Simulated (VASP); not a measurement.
# FeIrC4N4 (P-43m) in VASP: notebook

Runs on FeIrC4N4. Level: PBE. Tasks: single point.

All numbers are computed with VASP 6.6.1; they aren't measurements. Logs are shortened: lines on timing, memory, paths and dates and some standing lists are left out, and cuts for length are marked.

### Step 1. The cell of the first run

Symmetry: P-43m, No. 215, cubic system. The conventional cell has a = 5.786 Å, b = 5.786 Å, c = 5.786 Å, α = 90.00°, β = 90.00°, γ = 90.00°. Fe (site symmetry -43m) has 4 C at 1.88 Å within 2.5 Å. Within 2.6 Å of Ir (site symmetry -43m) lie 4 N at 1.94 Å. C (site symmetry 3m) has 1 N at 1.19 Å within 1.6 Å. N (site symmetry 3m) has 1 C at 1.19 Å within 1.6 Å.

### Step 2. Single point, PBE, collinear spin, ferromagnetic start

Contents of INCAR:

```
SYSTEM = FeIrC4N4
ALGO     = Normal         ! electronic algorithm
EDIFF    = 1E-7           ! SCF threshold, eV
ENCUT    = 520            ! plane-wave cutoff, eV
GGA      = PE             ! functional
ISIF     = 2              ! what is computed and relaxed
ISMEAR   = 0              ! smearing method
ISPIN    = 2              ! spin polarisation
LASPH    = .True.         ! aspherical terms in the spheres
LCHARG   = .False.        ! write CHGCAR
LMAXMIX  = 4              ! l up to which the mixer works
LORBIT   = 11             ! projections on sites
LREAL    = .False.        ! projectors in reciprocal space
LWAVE    = .False.        ! write WAVECAR
MAGMOM   = 4 1 0 0 0 0 0 0 0 0 ! initial moments
NBANDS   = 42             ! bands
NELM     = 150            ! most SCF steps
PREC     = Accurate       ! precision mode
SIGMA    = 0.1            ! smearing width, eV
```

Contents of KPOINTS:

```
k-points
0
Gamma
  4 4 4
  0 0 0
```

Contents of POSCAR:

```
FeIrC4N4
1.0
    5.7862939373      0.0000000000      0.0000000000
    0.0000000000      5.7862939373      0.0000000000
    0.0000000000      0.0000000000      5.7862939373
Fe Ir C N
1 1 4 4
Direct
    0.0000000000      0.0000000000      0.0000000000
    0.5000000000      0.5000000000      0.5000000000
    0.1873325811      0.1873325811      0.1873325811
    0.1873325811      0.8126674189      0.8126674189
    0.8126674189      0.1873325811      0.8126674189
    0.8126674189      0.8126674189      0.1873325811
    0.3060470553      0.3060470553      0.3060470553
    0.3060470553      0.6939529447      0.6939529447
    0.6939529447      0.3060470553      0.6939529447
    0.6939529447      0.6939529447      0.3060470553
```

Potentials or basis: VASP PAW PBE potentials, release 64 (Fe, Ir, C, N).

Run with:

```bash
$ cat potpaw_PBE.64/Fe/POTCAR potpaw_PBE.64/Ir/POTCAR potpaw_PBE.64/C/POTCAR potpaw_PBE.64/N/POTCAR > POTCAR
$ mpirun -np 1 vasp_std > vasp.out
```

OUTCAR:

```text
SYSTEM = FeIrC4N4
   EDIFF = 1E-7
   ENCUT = 520
   GGA = PE
   ISIF = 2
   ISMEAR = 0
   ISPIN = 2
   LASPH = .True.
   LORBIT = 11
   LREAL = .False.
   NELM = 150
   PREC = Accurate

 ion  position               nearest neighbor table
   1  0.000  0.000  0.000-   3 1.88   4 1.88   5 1.88   6 1.88
   2  0.500  0.500  0.500-   7 1.94   8 1.94   9 1.94  10 1.94
   3  0.187  0.187  0.187-   7 1.19   1 1.88
   4  0.187  0.813  0.813-   8 1.19   1 1.88
   5  0.813  0.187  0.813-   9 1.19   1 1.88
   6  0.813  0.813  0.187-  10 1.19   1 1.88
   7  0.306  0.306  0.306-   3 1.19   2 1.94
   8  0.306  0.694  0.694-   4 1.19   2 1.94
   9  0.694  0.306  0.694-   5 1.19   2 1.94
  10  0.694  0.694  0.306-   6 1.19   2 1.94

  LATTYP: Found a simple cubic cell.
 ALAT       =     5.7862939373

  Lattice vectors:

 A1 = (   5.7862939373,   0.0000000000,   0.0000000000)
 A2 = (   0.0000000000,   5.7862939373,   0.0000000000)
 A3 = (   0.0000000000,   0.0000000000,   5.7862939373)

Analysis of symmetry for initial positions (statically):
=====================================================================
 Subroutine PRICEL returns:
 Original cell was already a primitive cell.

 Routine SETGRP: Setting up the symmetry group for a
 simple cubic supercell.

 Subroutine GETGRP returns: Found 24 space group operations
 (whereof 24 operations were pure point group operations)
 out of a pool of 48 trial point group operations.

The static configuration has the point symmetry T_d .

Analysis of symmetry for dynamics (positions and initial velocities):
=====================================================================
 Subroutine PRICEL returns:
 Original cell was already a primitive cell.

 Routine SETGRP: Setting up the symmetry group for a
 simple cubic supercell.

 Subroutine GETGRP returns: Found 24 space group operations
 (whereof 24 operations were pure point group operations)
 out of a pool of 48 trial point group operations.

The dynamic configuration has the point symmetry T_d .

Analysis of structural, dynamic, and magnetic symmetry:
=====================================================================
 Subroutine PRICEL returns:
 Original cell was already a primitive cell.

 Routine SETGRP: Setting up the symmetry group for a
 simple cubic supercell.

 Subroutine GETGRP returns: Found 24 space group operations
 (whereof 24 operations were pure point group operations)
 out of a pool of 48 trial point group operations.

The overall configuration has the point symmetry T_d .

 Subroutine INISYM returns: Found 24 space group operations
 (whereof 24 operations are pure point group operations),
 and found     1 'primitive' translations

----------------------------------------------------------------------------------------

                                     Primitive cell

  volume of cell :     193.7321

  direct lattice vectors                    reciprocal lattice vectors
     5.786293937  0.000000000  0.000000000     0.172822192  0.000000000  0.000000000
     0.000000000  5.786293937  0.000000000     0.000000000  0.172822192  0.000000000
     0.000000000  0.000000000  5.786293937     0.000000000  0.000000000  0.172822192

  length of vectors
     5.786293937  5.786293937  5.786293937     0.172822192  0.172822192  0.172822192

  position of ions in fractional coordinates (direct lattice)
     0.000000000  0.000000000  0.000000000
     0.500000000  0.500000000  0.500000000
     0.187332581  0.187332581  0.187332581
     0.187332581  0.812667419  0.812667419
     0.812667419  0.187332581  0.812667419
     0.812667419  0.812667419  0.187332581
     0.306047055  0.306047055  0.306047055
     0.306047055  0.693952945  0.693952945
     0.693952945  0.306047055  0.693952945
     0.693952945  0.693952945  0.306047055

  ion indices of the primitive-cell ions
   primitive index   ion index
                 1           1
                 2           2
                 3           3
                 4           4
                 5           5
                 6           6
                 7           7
[... 49 lines left out ...]
   NGXF,Y,Z  is equivalent  to a cutoff of  27.58, 27.58, 27.58 a.u.
 SYSTEM =  FeIrC4N4
   PREC   = accura    normal or accurate (medium, high low for compatibility)
   ISTART =      0    job   : 0-new  1-cont  2-samecut
   ICHARG =      2    charge: 1-file 2-atom 10-const
   ISPIN  =      2    spin polarized calculation?
   LNONCOLLINEAR =      F non collinear calculations
   LSORBIT =      F    spin-orbit coupling
   LASPH  =      T    aspherical Exc in radial PAW
   ENCUT  =  520.0 eV  38.22 Ry    6.18 a.u.  10.76 10.76 10.76*2*pi/ulx,y,z
   NELM   =    150;   NELMIN=  2; NELMDL= -5     # of ELM steps
   EDIFF  = 0.1E-06   stopping-criterion for ELM
   LREAL  =      F    real-space projection
   EDIFFG = 0.1E-05   stopping-criterion for IOM
   NSW    =      0    number of steps for IOM
   IBRION =     -1    ionic relax: 0-MD 1-quasi-New 2-CG
   NFREE  =      0    steps in history (QN), initial steepest desc. (CG)
   ISIF   =      2    stress and relaxation
   ISYM   =      2    0-nonsym 1-usesym 2-fastsym
   POTIM  = 0.5000    time-step for ionic-motion
   TEBEG  =    0.0;   TEEND  =   0.0 temperature during run
   PSTRESS=    0.0 pullay stress
   NELECT =      53.0000    total number of electrons
   NUPDOWN=      -1.0000    fix difference up-down
   EMIN   =  10.00;   EMAX   =-10.00  energy-range for DOS
   EFERMI =   0.00;   METHOD = LEGACY
   ISMEAR =     0;   SIGMA  =   0.10  broadening in eV -4-tet -1-fermi 0-gaus
   EFERMI_NEDOS =   21; number of points for ismear=-14 and -15
   IALGO  =     38    algorithm
   IMIX   =      4    mixing-type and parameters
     AMIX     =   0.40;   BMIX     =  1.00
     AMIX_MAG =   1.60;   BMIX_MAG =  1.00
  volume/ion in A,a.u.               =      19.37       130.74
  Fermi-wavevector in a.u.,A,eV,Ry     =   1.062755  2.008315 15.367062  1.129447
  Thomas-Fermi vector in A             =   2.198216
   LORBIT       =     11    0 simple, 1 ext, 2 COOP (PROOUT), +10 PAW based schemes
   GGA     = PE    functional components
   LHFCALC =     F    Hartree Fock is set to
   AEXX    =    0.0000 exact exchange contribution
   IVDW    =     0    specifies the selected vdW correction
   LEPSILON=     F    determine dielectric tensor
   LRPA    =     F    only Hartree local field effects (RPA)
 spin polarized calculation
 Gauss-broadening in eV      SIGMA  =   0.10
  energy-cutoff  :      520.00
  volume of cell :      193.73
 maximum number of plane-waves:      5248
 NGX is ok and might be reduce to    48
   NGX = 21   NGY = 21   NGZ = 21

 number of electron      52.9999994 magnetization       1.0421366

 Free energy of the ion-electron system (eV)
  ---------------------------------------------------
  ext. energy  EPLUGINS =         0.00000000
  ---------------------------------------------------
  free energy    TOTEN  =       -79.57240056 eV

  energy without entropy =      -79.54772518  energy(sigma->0) =      -79.56006287

 E-fermi :  -0.3509     XC(G=0):  -7.5948

 val. band max:       -0.3707270384   @ k =   0.5000   0.2500   0.0000
 cond. band min:      -0.3022833863   @ k =   0.5000   0.2500   0.2500
 fundamental gap:      0.0684436521
 Fermi energy:        -0.3508843595

 spin component 1

 k-point     1 :       0.0000    0.0000    0.0000
  band No.  band energies     occupation
      1     -18.7351      1.00000
      2     -18.5632      1.00000
      3     -18.5632      1.00000
      4     -18.5632      1.00000
      5     -10.0076      1.00000
      6      -9.2945      1.00000
[... 399 lines left out ...]
     37       4.6567      0.00000
     38       4.6567      0.00000
 Fermi energy:        -0.3508843595

 spin component 2

 k-point     1 :       0.0000    0.0000    0.0000
  band No.  band energies     occupation
      1     -18.6869      1.00000
      2     -18.5150      1.00000
      3     -18.5150      1.00000
      4     -18.5150      1.00000
      5      -9.9268      1.00000
      6      -9.1675      1.00000
[... 399 lines left out ...]
     37       4.7459      0.00000
     38       4.7460      0.00000
 [bands above 38 left out]

------------------------ aborting loop because EDIFF is reached ----------------------------------------

  FORCE on cell =-STRESS in cart. coord.  units (eV):
  Direction    XX          YY          ZZ          XY          YZ          ZX
  --------------------------------------------------------------------------------------
  -------------------------------------------------------------------------------------
  Total       -2.0445340     -2.0445340     -2.0445340      0.0000000      0.0000000     -0.0000000
  in kB      -16.9084363    -16.9084363    -16.9084363      0.0000000      0.0000000     -0.0000000
  external PRESSURE =     -16.9084363 kB  Pullay stress =       0.0000000 kB

 VOLUME and BASIS-vectors are now :
 -----------------------------------------------------------------------------
  energy-cutoff  :      520.00
  volume of cell :      193.73
      direct lattice vectors                 reciprocal lattice vectors
     5.786293937  0.000000000  0.000000000     0.172822192  0.000000000  0.000000000
     0.000000000  5.786293937  0.000000000     0.000000000  0.172822192  0.000000000
     0.000000000  0.000000000  5.786293937     0.000000000  0.000000000  0.172822192

 POSITION                                       TOTAL-FORCE (eV/Angst)
 -----------------------------------------------------------------------------------
      0.00000      0.00000      0.00000        -0.000000     -0.000000     -0.000000
      2.89315      2.89315      2.89315        -0.000000     -0.000000     -0.000000
      1.08396      1.08396      1.08396        -0.908068     -0.908068     -0.908068
      1.08396      4.70233      4.70233        -0.908068      0.908068      0.908068
      4.70233      1.08396      4.70233         0.908068     -0.908068      0.908068
      4.70233      4.70233      1.08396         0.908068      0.908068     -0.908068
      1.77088      1.77088      1.77088         0.380849      0.380849      0.380849
      1.77088      4.01542      4.01542         0.380849     -0.380849     -0.380849
      4.01542      1.77088      4.01542        -0.380849      0.380849     -0.380849
      4.01542      4.01542      1.77088        -0.380849     -0.380849      0.380849
 -----------------------------------------------------------------------------------
    total drift:                                0.000000      0.000000     -0.000000

  FREE ENERGIE OF THE ION-ELECTRON SYSTEM (eV)
  ---------------------------------------------------
  free  energy   TOTEN  =       -79.5724005616 eV

  energy  without entropy=      -79.5477251766  energy(sigma->0) =      -79.56006287

 total charge

# of ion       s       p       d       tot
------------------------------------------
    1        0.516   0.720   6.327   7.564
    2        0.614   0.842   6.915   8.372
    3        0.951   1.592   0.000   2.543
    4        0.951   1.592   0.000   2.543
    5        0.951   1.592   0.000   2.543
    6        0.951   1.592   0.000   2.543
    7        1.284   2.589   0.000   3.873
    8        1.284   2.589   0.000   3.873
    9        1.284   2.589   0.000   3.873
   10        1.284   2.589   0.000   3.873
--------------------------------------------------
tot         10.068  18.288  13.243  41.599

 magnetization (x)

# of ion       s       p       d       tot
------------------------------------------
    1        0.001  -0.001   0.219   0.219
    2        0.005   0.056   0.503   0.563
    3        0.004   0.012   0.000   0.016
    4        0.004   0.012   0.000   0.016
    5        0.004   0.012   0.000   0.016
    6        0.004   0.012   0.000   0.016
    7        0.007   0.011   0.000   0.018
    8        0.007   0.011   0.000   0.018
    9        0.007   0.011   0.000   0.018
   10        0.007   0.011   0.000   0.018
--------------------------------------------------
tot          0.048   0.147   0.722   0.917
```

Run time: 13 min. Hardware: 1 thread of Intel Xeon 8259CL, shared host; peak memory 0.5 GiB.

What came out:

```
Free energy                                           : -79.5724 eV
Pressure                                              : -1.7 GPa
Largest force                                         : 1.573 eV/Å
Net moment                                            : 1.04 μB per cell
Site moments                                          : Fe +0.22; Ir +0.56; C +0.02; N +0.02 μB
Valence electrons inside the program's atomic spheres : Fe 7.56; Ir 8.37; C 2.54; N 3.87
```

Forces in eV/Å, atoms in the order of the input:
```
Fe   0.000  0.000  0.000
Ir   0.000  0.000  0.000
C   -0.908 -0.908 -0.908
C   -0.908  0.908  0.908
C    0.908 -0.908  0.908
C    0.908  0.908 -0.908
N    0.381  0.381  0.381
N    0.381 -0.381 -0.381
N   -0.381  0.381 -0.381
N   -0.381 -0.381  0.381
```

Caveat: spin-orbit coupling is left out, which moves the levels of the heavy elements; a cell with one magnetic atom can't hold antiferromagnetic order, which such compounds often take; forces of over 1 eV/Å act on the atoms, so gaps and moduli don't describe the material at rest.

### Step 3. Single point, PBE, collinear spin, ferromagnetic start

This run uses another cell than the first one, of 20.61 Å³/atom.

Contents of INCAR:

```
ALGO = Normal
EDIFF = 1E-6
ENCUT = 520
GGA = PE
ISIF = 2
ISMEAR = 0
ISPIN = 2
LASPH = True
LCHARG = False
LMAXMIX = 4
LORBIT = 11
LREAL = False
LWAVE = False
MAGMOM = 4 1 0 0 0 0 0 0 0 0
NBANDS = 42
NELM = 150
PREC = Accurate
SIGMA = 0.1
```

Contents of KPOINTS:

```
k-points
0
Gamma
  4 4 4
```

Contents of POSCAR:

```
FeIrC4N4
1.0
    5.9068706000      0.0000000000      0.0000000000
    0.0000000000      5.9068706000      0.0000000000
    0.0000000000      0.0000000000      5.9068706000
Fe Ir C N
1 1 4 4
Direct
    0.0000000000      0.0000000000      0.0000000000
    0.5000000000      0.5000000000      0.5000000000
    0.1894243000      0.1894243000      0.1894243000
    0.1894243000      0.8105757000      0.8105757000
    0.8105757000      0.1894243000      0.8105757000
    0.8105757000      0.8105757000      0.1894243000
    0.3037826200      0.3037826200      0.3037826200
    0.3037826200      0.6962173800      0.6962173800
    0.6962173800      0.3037826200      0.6962173800
    0.6962173800      0.6962173800      0.3037826200
```

Potentials or basis: VASP PAW PBE potentials, release 64 (Fe, Ir, C, N).

Run with:

```bash
$ cat potpaw_PBE.64/Fe/POTCAR potpaw_PBE.64/Ir/POTCAR potpaw_PBE.64/C/POTCAR potpaw_PBE.64/N/POTCAR > POTCAR
$ mpirun -np 1 vasp_std > vasp.out
```

Wall time 7.7 min (1 thread of Intel Xeon 8259CL, shared host); peak memory 0.49 GiB.

It converged, with:

```yaml
Free_energy: -79.7567 eV
Pressure: 0.6 GPa
Largest_force: 1.990 eV/Å
Band_gap_on_the_k_mesh: zero (filled and empty bands overlap)
Net_moment: 1.00 μB per cell
Site_moments: Fe +2.74; Ir -1.53; C -0.07; N +0.02 μB
Valence_electrons_inside_the_program's_atomic_spheres: Fe 7.29; Ir 8.10; C 2.58; N 3.89
```

Forces in eV/Å, atoms in the order of the input:
```
Fe   0.000  0.000  0.000
Ir   0.000  0.000  0.000
C   -0.919 -0.919 -0.919
C   -0.919  0.919  0.919
C    0.919 -0.919  0.919
C    0.919  0.919 -0.919
N    1.149  1.149  1.149
N    1.149 -1.149 -1.149
N   -1.149  1.149 -1.149
N   -1.149 -1.149  1.149
```

Levels at points of the mesh, in eV from the Fermi level:
Spin up:
```csv
k point,band 24,band 25,band 26,band 27,band 28,band 29,band 30,band 31
"(0.00, 0.00, 0.00)",-1.16,-1.16,-1.01,-1.01,0.30,0.30,0.31,4.50
"(0.50, 0.00, 0.00)",-1.28,-1.26,-1.26,-0.54,0.52,0.70,0.70,4.05
"(0.50, 0.50, 0.00)",-1.25,-1.19,-1.19,-0.56,0.51,0.67,0.67,4.11
"(0.50, 0.50, 0.50)",-1.08,-1.08,-0.92,-0.92,0.41,0.41,0.41,4.54
```
Spin down:
```
           k point  band 22  band 23  band 24  band 25  band 26  band 27  band 28  band 29  band 30  band 31
(0.00, 0.00, 0.00)    -2.19    -0.87    -0.87    -0.87     0.04     0.04     1.01     1.01     1.01     4.56
(0.50, 0.00, 0.00)    -1.71    -1.11    -0.78    -0.78    -0.25     0.17     1.14     1.20     1.20     4.44
(0.50, 0.50, 0.00)    -1.67    -1.13    -0.67    -0.67    -0.27     0.18     1.10     1.10     1.22     4.58
(0.50, 0.50, 0.50)    -2.09    -0.71    -0.71    -0.71     0.06     0.06     1.04     1.04     1.04     4.89
```

Caveat: spin-orbit coupling is left out, which moves the levels of the heavy elements; a cell with one magnetic atom can't hold antiferromagnetic order, which such compounds often take; forces of over 1 eV/Å act on the atoms, so gaps and moduli don't describe the material at rest.
